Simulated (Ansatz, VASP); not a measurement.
# SnO2 in VASP and in Ansatz

```
Sn O
1.0
     4.72127    0.00000    0.00000
     0.00000    4.72425    0.00000
     0.00000    0.00000    3.06242
Sn O
2 4
Direct
  0.50000 0.50000 0.50000
  0.00000 0.00000 0.00000
  0.30333 0.30423 0.00000
  0.80333 0.19577 0.50000
  0.19667 0.80423 0.50000
  0.69667 0.69577 0.00000
```

Change from the starting cell: strain along c alone, the other axes held, atoms relaxed: -4.0 %.

Alike in both runs: functional LDA; k mesh 6 × 6 × 8; occupations gaussian, width 0.02 eV; no spin polarisation.

Ansatz relaxed the structure, and its values are those at the end. VASP's run is a single point on that final structure, the one shown.

```csv
,VASP,Ansatz
version,VASP 6.6.1,Ansatz 0.2.0
potentials or method,"VASP PAW LDA potentials, release 64 (Sn_d, O), cutoff 520 eV","scalar-relativistic, plane waves, PAW"
valence electrons in the cell,52,52
```

|  | VASP | Ansatz | Ansatz less VASP |
| --- | --- | --- | --- |
| gap on the k mesh at the Fermi level (eV) | 1.75 | 1.71 | -0.035 |
| least direct gap on the mesh (eV) | 1.75 | 1.71 | -0.035 |
| pressure (GPa) | 12.4 | 11.1 | -1.29 |
| rms of the force components (eV/Å) | 0.017 | 0.000 | -0.0170 |

LDA's correlation is that of Perdew and Zunger in VASP and of Perdew and Wang (1992) in Ansatz. Ansatz's warnings: stress scf threshold loose.
